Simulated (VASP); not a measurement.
Wanted: the native input for a VASP 6.6.1 run.

```
Task                   : relaxation of cell and atoms
Functional             : PBE
Potentials or basis    : VASP PAW PBE potentials, release 64 (Be, Te, Se)
Cutoff                 : 600 eV
k mesh                 : 4 × 4 × 4
Occupations            : gaussian, width 0.15 eV
Spin                   : no spin polarisation
Dipole correction      : no
Further INCAR settings : ALGO = Normal; EDIFF = 1e-06; IBRION = 2; EDIFFG = -0.08; NSW = 36; ISIF = 3
```

The structure of Be3Te2Se lies in POSCAR:

```
Be3Te2Se
1.0
   -1.8835000000      1.8835000000      7.9900000000
    1.8835000000     -1.8835000000      7.9900000000
    1.8835000000      1.8835000000     -7.9900000000
Be Te Se
3 2 1
Direct
    0.7500000000      0.2500000000      0.5000000000
    0.0833300000      0.5833300000      0.5000000000
    0.4166700000      0.9166700000      0.5000000000
    0.6667000000      0.6667000000      0.0000000000
    0.3333000000      0.3333000000      0.0000000000
    0.0000000000      0.0000000000      0.0000000000
```

These files were run (other wordings do the same):

INCAR

```
SYSTEM = Be3Te2Se
PREC = Accurate
ENCUT = 600
EDIFF = 1E-6
ISMEAR = 0
SIGMA = 0.15
LREAL = .False.
LASPH = .True.
NELM = 80
ALGO = Normal
ISIF = 3
LWAVE = .False.
LCHARG = .False.
GGA = PE
IBRION = 2
NSW = 36
EDIFFG = -0.08
```

KPOINTS

```
Automatic mesh
0
Gamma
  4 4 4
  0 0 0
```

Potentials or basis: VASP PAW PBE potentials, release 64 (Be, Te, Se).

Run with:

```bash
$ cat potpaw_PBE.64/Be/POTCAR potpaw_PBE.64/Te/POTCAR potpaw_PBE.64/Se/POTCAR > POTCAR
$ mpirun -np 1 vasp_std > vasp.out
```

It gave:

```json
{
  "Relaxed volume": "21.01 Å³/atom",
  "Relaxed cell": "a = 8.654 Å, b = 8.654 Å, c = 8.654 Å, α = 153.81°, β = 153.81°, γ = 37.38°",
  "Space group after relaxing (to 0.05 Å)": "I-4m2 (No. 119)",
  "Energy gained by relaxing": "83.4 meV/atom",
  "Ionic steps": "7",
  "Pressure after relaxing": "-0.1 GPa",
  "Largest force after relaxing": "0.014 eV/Å",
  "Band gap on the k mesh": "2.02 eV, indirect (least direct gap 2.11 eV)"
}
```

Caveat: the k points lie up to 0.57 Å⁻¹ apart in the final cell; spin-orbit coupling is left out, which moves the levels of the heavy elements; the relaxation stopped at a loose force limit of 0.08 eV/Å, so its end isn't a converged minimum.

Run time: 6.4 min on 1 thread of Intel(R) Xeon(R) 6975P-C (Granite Rapids) (shared host), peak memory 0.76 GiB.
